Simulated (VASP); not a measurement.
A run of VASP 6.6.1 is set up as follows.

Contents of INCAR:

```
SYSTEM = ZnSb3
ALGO     = Normal         ! electronic algorithm
EDIFF    = 1E-7           ! SCF threshold, eV
EDIFFG   = -0.04          ! ionic threshold
ENCUT    = 600            ! plane-wave cutoff, eV
GGA      = PE             ! functional
IBRION   = 2              ! ionic algorithm
ISIF     = 3              ! what is computed and relaxed
ISMEAR   = 0              ! smearing method
LASPH    = .TRUE.         ! aspherical terms in the spheres
LCHARG   = .FALSE.        ! write CHGCAR
LREAL    = .FALSE.        ! projectors in reciprocal space
LWAVE    = .FALSE.        ! write WAVECAR
NELM     = 60             ! most SCF steps
NSW      = 90             ! ionic steps
PREC     = Accurate       ! precision mode
SIGMA    = 0.1            ! smearing width, eV
```

Contents of KPOINTS:

```
k-points
0
G
  4 4 4
  0 0 0
```

Contents of POSCAR:

```
ZnSb3
1.0
    4.5702454254      0.0000000000      0.0000000000
    0.0000000000      4.5702454254      0.0000000000
    0.0000000000      0.0000000000      4.5702454254
Zn Sb
1 3
Direct
    0.0000000000      0.0000000000      0.0000000000
    0.0000000000      0.5000000000      0.5000000000
    0.5000000000      0.0000000000      0.5000000000
    0.5000000000      0.5000000000      0.0000000000
```

Potentials or basis: VASP PAW PBE potentials, release 64 (Zn, Sb).

Run with:

```sh
$ cat potpaw_PBE.64/Zn/POTCAR potpaw_PBE.64/Sb/POTCAR > POTCAR
$ mpirun -np 1 vasp_std > vasp.out
```

Question: What does it give for the relaxed cell?

Answer: a = 4.674 Å, b = 4.674 Å, c = 4.674 Å, α = 90.00°, β = 90.00°, γ = 90.00°.

Question: Predict the space group after relaxing (to 0.05 Å).

Answer: Pm-3m (No. 221).

Question: What does it give for the relaxed volume?

Answer: 25.53 Å³/atom.

Final structure:
```yaml
crystal:
  lattice:
    - [4.67392, 0.00000, 0.00000]
    - [0.00000, 4.67392, 0.00000]
    - [0.00000, 0.00000, 4.67392]
  atoms:
    - { symbol: Zn, position: [0.00000, 0.00000, 0.00000] }
    - { symbol: Sb, position: [0.00000, 0.50000, 0.50000] }
    - { symbol: Sb, position: [0.50000, 0.00000, 0.50000] }
    - { symbol: Sb, position: [0.50000, 0.50000, 0.00000] }
```
